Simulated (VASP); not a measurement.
# BAs (F-43m) in VASP: settings compared, part 2 of 2

VASP 6.6.1. Earlier steps stand in the parts before.

## Step 5: Single point, PBEsol, collinear spin, ferromagnetic start

INCAR reads:

```
SYSTEM = BAs
PREC     = Accurate       ! precision mode
ENCUT    = 520            ! plane-wave cutoff, eV
EDIFF    = 1E-6           ! SCF threshold, eV
ISMEAR   = 1              ! smearing method
SIGMA    = 0.1            ! smearing width, eV
LREAL    = .False.        ! projectors in reciprocal space
LASPH    = .True.         ! aspherical terms in the spheres
NELM     = 150            ! most SCF steps
ALGO     = Normal         ! electronic algorithm
ISIF     = 2              ! what is computed and relaxed
LWAVE    = .False.        ! write WAVECAR
LCHARG   = .False.        ! write CHGCAR
ISPIN    = 2              ! spin polarisation
MAGMOM   = 0.3 0          ! initial moments
LORBIT   = 11             ! projections on sites
GGA      = PS             ! functional
NBANDS   = 15             ! bands
```

KPOINTS reads:

```
Automatic mesh
0
Gamma
  10 10 10
  0 0 0
```

POSCAR reads:

```
BAs
1.0
    0.0000000000      2.3885000000      2.3885000000
    2.3885000000      0.0000000000      2.3885000000
    2.3885000000      2.3885000000      0.0000000000
As B
1 1
Direct
    0.7500000000      0.7500000000      0.7500000000
    0.0000000000      0.0000000000      0.0000000000
```

Potentials or basis: VASP PAW PBE potentials, release 64 (As, B).

Launch:

```
> cat potpaw_PBE.64/As/POTCAR potpaw_PBE.64/B/POTCAR > POTCAR
> mpirun -np 1 vasp_std > vasp.out
```

OUTCAR:

```text
SYSTEM = BAs
   PREC = Accurate
   ENCUT = 520
   EDIFF = 1E-6
   ISMEAR = 1
   LREAL = .False.
   LASPH = .True.
   NELM = 150
   ISIF = 2
   ISPIN = 2
   LORBIT = 11
   GGA = PS

 ion  position               nearest neighbor table
   1  0.750  0.750  0.750-   2 2.07   2 2.07   2 2.07   2 2.07
   2  0.000  0.000  0.000-   1 2.07   1 2.07   1 2.07   1 2.07

  LATTYP: Found a face centered cubic cell.
 ALAT       =     4.7770000000

  Lattice vectors:

 A1 = (   0.0000000000,   2.3885000000,   2.3885000000)
 A2 = (   2.3885000000,   0.0000000000,   2.3885000000)
 A3 = (   2.3885000000,   2.3885000000,   0.0000000000)

Analysis of symmetry for initial positions (statically):
=====================================================================
 Subroutine PRICEL returns:
 Original cell was already a primitive cell.

 Routine SETGRP: Setting up the symmetry group for a
 face centered cubic supercell.

 Subroutine GETGRP returns: Found 24 space group operations
 (whereof 24 operations were pure point group operations)
 out of a pool of 48 trial point group operations.

The static configuration has the point symmetry T_d .

Analysis of symmetry for dynamics (positions and initial velocities):
=====================================================================
 Subroutine PRICEL returns:
 Original cell was already a primitive cell.

 Routine SETGRP: Setting up the symmetry group for a
 face centered cubic supercell.

 Subroutine GETGRP returns: Found 24 space group operations
 (whereof 24 operations were pure point group operations)
 out of a pool of 48 trial point group operations.

The dynamic configuration has the point symmetry T_d .

Analysis of structural, dynamic, and magnetic symmetry:
=====================================================================
 Subroutine PRICEL returns:
 Original cell was already a primitive cell.

 Routine SETGRP: Setting up the symmetry group for a
 face centered cubic supercell.

 Subroutine GETGRP returns: Found 24 space group operations
 (whereof 24 operations were pure point group operations)
 out of a pool of 48 trial point group operations.

The overall configuration has the point symmetry T_d .

 Subroutine INISYM returns: Found 24 space group operations
 (whereof 24 operations are pure point group operations),
 and found     1 'primitive' translations

----------------------------------------------------------------------------------------

                                     Primitive cell

  volume of cell :      27.2525

  direct lattice vectors                    reciprocal lattice vectors
     0.000000000  2.388500000  2.388500000    -0.209336404  0.209336404  0.209336404
     2.388500000  0.000000000  2.388500000     0.209336404 -0.209336404  0.209336404
     2.388500000  2.388500000  0.000000000     0.209336404  0.209336404 -0.209336404

  length of vectors
     3.377849094  3.377849094  3.377849094     0.362581287  0.362581287  0.362581287

  position of ions in fractional coordinates (direct lattice)
     0.750000000  0.750000000  0.750000000
     0.000000000  0.000000000  0.000000000

  ion indices of the primitive-cell ions
   primitive index   ion index
                 1           1
                 2           2

----------------------------------------------------------------------------------------

 KPOINTS: Automatic mesh
[... 89 lines left out ...]
  volume/ion in A,a.u.               =      13.63        91.95
  Fermi-wavevector in a.u.,A,eV,Ry     =   1.088018  2.056057 16.106360  1.183784
  Thomas-Fermi vector in A             =   2.224191
   LORBIT       =     11    0 simple, 1 ext, 2 COOP (PROOUT), +10 PAW based schemes
   GGA     = PS    functional components
   LHFCALC =     F    Hartree Fock is set to
   AEXX    =    0.0000 exact exchange contribution
   IVDW    =     0    specifies the selected vdW correction
   LEPSILON=     F    determine dielectric tensor
   LRPA    =     F    only Hartree local field effects (RPA)
 spin polarized calculation
 Methfessel and Paxton  Order N= 1 SIGMA  =   0.10
  energy-cutoff  :      520.00
  volume of cell :       27.25
 maximum number of plane-waves:       754
 NGX is ok and might be reduce to    28
   NGX = 13   NGY = 13   NGZ = 13

 number of electron       8.0000000 magnetization       0.0001800

 number of electron       8.0000000 magnetization      -0.0000145

 Free energy of the ion-electron system (eV)
  ---------------------------------------------------
  ext. energy  EPLUGINS =         0.00000000
  ---------------------------------------------------
  free energy    TOTEN  =       -12.20386333 eV

  energy without entropy =      -12.20388073  energy(sigma->0) =      -12.20386913

 E-fermi :   6.1278     XC(G=0): -10.7315

 val. band max:        6.0436358550   @ k =   0.0000   0.0000   0.0000
 cond. band min:       7.1194802411   @ k =   0.4000   0.4000   0.0000
 fundamental gap:      1.0758443861
 Fermi energy:         6.1278200235

 spin component 1

 k-point     1 :       0.0000    0.0000    0.0000
  band No.  band energies     occupation
      1      -9.3935      1.00000
      2       6.0436      1.00000
      3       6.0436      1.00000
      4       6.0436      1.00000
      5       9.2836      0.00000
      6       9.2836      0.00000
      7       9.2836      0.00000
      8      10.7252      0.00000
      9      15.3893      0.00000
     10      18.9745      0.00000
     11      18.9745      0.00000
     12      20.2580      0.00000
     13      20.2580      0.00000
     14      20.2580      0.00000
[... 403 lines left out ...]
      4       2.5344      1.00000
      5       7.6500     -0.00000
      6       9.3355      0.00000
      7      14.8456      0.00000
      8      15.0847      0.00000
      9      18.0317      0.00000
     10      21.7262      0.00000
     11      21.8861      0.00000
     12      24.6372      0.00000
     13      25.1528      0.00000
     14      26.6282      0.00000
     15      26.9875      0.00000

 [... further k-points ...]

 spin component 2

 k-point     1 :       0.0000    0.0000    0.0000
  band No.  band energies     occupation
      1      -9.3935      1.00000
      2       6.0436      0.99999
      3       6.0436      0.99999
      4       6.0436      0.99999
      5       9.2836      0.00000
      6       9.2836      0.00000
      7       9.2836      0.00000
      8      10.7252      0.00000
      9      15.3895      0.00000
     10      18.9745      0.00000
     11      18.9745      0.00000
     12      20.2582      0.00000
     13      20.2582      0.00000
     14      20.2582      0.00000
[... 403 lines left out ...]
      4       2.5345      1.00000
      5       7.6500     -0.00000
      6       9.3356      0.00000
      7      14.8456      0.00000
      8      15.0848      0.00000
      9      18.0317      0.00000
     10      21.7264      0.00000
     11      21.8862      0.00000
     12      24.6373      0.00000
     13      25.1529      0.00000
     14      26.6283      0.00000
     15      26.9876      0.00000

 [... further k-points ...]

------------------------ aborting loop because EDIFF is reached ----------------------------------------

  FORCE on cell =-STRESS in cart. coord.  units (eV):
  Direction    XX          YY          ZZ          XY          YZ          ZX
  --------------------------------------------------------------------------------------
  -------------------------------------------------------------------------------------
  Total        0.0134091      0.0134091      0.0134091      0.0000000      0.0000000      0.0000000
  in kB        0.7883238      0.7883238      0.7883238      0.0000000      0.0000000      0.0000000
  external PRESSURE =       0.7883238 kB  Pullay stress =       0.0000000 kB

 VOLUME and BASIS-vectors are now :
 -----------------------------------------------------------------------------
  energy-cutoff  :      520.00
  volume of cell :       27.25
      direct lattice vectors                 reciprocal lattice vectors
     0.000000000  2.388500000  2.388500000    -0.209336404  0.209336404  0.209336404
     2.388500000  0.000000000  2.388500000     0.209336404 -0.209336404  0.209336404
     2.388500000  2.388500000  0.000000000     0.209336404  0.209336404 -0.209336404

 POSITION                                       TOTAL-FORCE (eV/Angst)
 -----------------------------------------------------------------------------------
      3.58275      3.58275      3.58275         0.000000     -0.000000      0.000000
      0.00000      0.00000      0.00000        -0.000000      0.000000     -0.000000
 -----------------------------------------------------------------------------------
    total drift:                                0.000000      0.000000      0.000000

  FREE ENERGIE OF THE ION-ELECTRON SYSTEM (eV)
  ---------------------------------------------------
  free  energy   TOTEN  =       -12.2038633262 eV

  energy  without entropy=      -12.2038807255  energy(sigma->0) =      -12.20386913

 total charge

# of ion       s       p       d       tot
------------------------------------------
    1        1.175   1.664   0.088   2.927
    2        0.654   1.170   0.000   1.825
--------------------------------------------------
tot          1.829   2.834   0.088   4.752

 magnetization (x)

# of ion       s       p       d       tot
------------------------------------------
    1        0.000   0.000  -0.000   0.000
    2       -0.000  -0.000   0.000  -0.000
--------------------------------------------------
tot         -0.000  -0.000  -0.000  -0.000
```

It took 74 s on 1 thread of AMD EPYC 7R13, shared host; peak memory 0.16 GiB.

What came out:

```yaml
Free_energy: -12.2039 eV
Pressure: 0.1 GPa
Band_gap_on_the_k_mesh: 1.08 eV, indirect (least direct gap 3.24 eV)
Net_moment: 0.00 μB per cell
Valence_electrons_inside_the_program's_atomic_spheres: As 2.93; B 1.82
```

Levels at points of the mesh, in eV from the valence-band top:
Spin up:
| k point | band 1 | band 2 | band 3 | band 4 | band 5 | band 6 | band 7 | band 8 | band 9 |
| --- | --- | --- | --- | --- | --- | --- | --- | --- | --- |
| (0.00, 0.00, 0.00) | -15.44 | 0.00 | 0.00 | 0.00 | 3.24 | 3.24 | 3.24 | 4.68 | 9.35 |
| (0.50, 0.00, 0.00) | -12.55 | -8.83 | -1.83 | -1.83 | 2.65 | 4.73 | 4.73 | 8.71 | 12.55 |
| (0.50, 0.50, 0.00) | -11.24 | -8.53 | -4.11 | -4.11 | 1.31 | 1.34 | 11.34 | 11.34 | 12.78 |
Spin down:
```tsv
k point	band 2	band 3	band 4	band 5	band 6	band 7
(0.00, 0.00, 0.00)	0.00	0.00	0.00	3.24	3.24	3.24
(0.50, 0.00, 0.00)	-8.83	-1.83	-1.83	2.65	4.73	4.73
(0.50, 0.50, 0.00)	-8.53	-4.11	-4.11	1.31	1.34	11.34
```

Caveat: the PAW data sets were made with another functional, which shifts forces and pressure a little. A k mesh can miss the band edges.

## Step 6: Overview

```csv
level,spin,k mesh,smearing,gap on the mesh (eV),pressure (GPa),moment (μB)
PBEsol,"non-collinear, zero start, SOC",7 × 7 × 7,fermi-dirac 0.05 eV,-,0.1,0.00
PBE,off,7 × 7 × 7,fermi-dirac 0.02 eV,1.20,3.4,-
PBE+D3(BJ),off,10 × 10 × 10,methfessel-paxton 0.1 eV,1.18,-0.4,-
PBEsol,"collinear, ferromagnetic start",10 × 10 × 10,methfessel-paxton 0.1 eV,1.08,0.1,0.00
```

Alike in all rows: task single point; potentials or basis VASP PAW PBE potentials, release 64 (As, B); cell a = 3.378 Å, angles 60.0°, 2 atoms; cutoff (eV) 520.

The pressure there spans 0.1 GPa (PBEsol) to 3.4 GPa (PBE); a positive pressure means that this level wants a larger cell, a negative one a smaller.

Caveats: the PAW data sets were made with another functional, which shifts forces and pressure a little (some runs).

Total energies depend on the potentials used, so only differences within one code and one set of settings carry meaning.
